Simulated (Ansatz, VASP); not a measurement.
# Sn in VASP and in Ansatz

```
CELL_PARAMETERS angstrom
-1.58196 1.62686 2.78529
1.58196 -1.62686 2.78529
1.58196 1.62686 -2.78529
ATOMIC_POSITIONS crystal
Sn 0.00000 0.00000 0.00000
```

Alike in both runs: task single point; functional PBEsol; k mesh 22 × 22 × 22; occupations gaussian, width 0.15 eV; no spin polarisation.

|  | VASP | Ansatz |
| --- | --- | --- |
| version | VASP 6.6.1 | Ansatz 0.2.0 |
| potentials or method | VASP PAW PBE potentials, release 64 (Sn_d), cutoff 520 eV | scalar-relativistic, plane waves, PAW |
| valence electrons in the cell | 14 | 14 |

Ansatz gave:

- gap on the k mesh at the Fermi level (eV): none
- pressure (GPa): -3.4
- traceless stress, the component that is largest in VASP (GPa): 1.59

Q: Estimate VASP's values.

A: gap on the k mesh at the Fermi level (eV): none; pressure (GPa): -3.3; traceless stress, the component that is largest in VASP (GPa): 1.60.

VASP's potentials were made for PBE, not for PBEsol. A gap of «none» marks a metal or a gap that the smearing closes. The functional is the same, so the differences come from potentials, cutoffs and numerics.
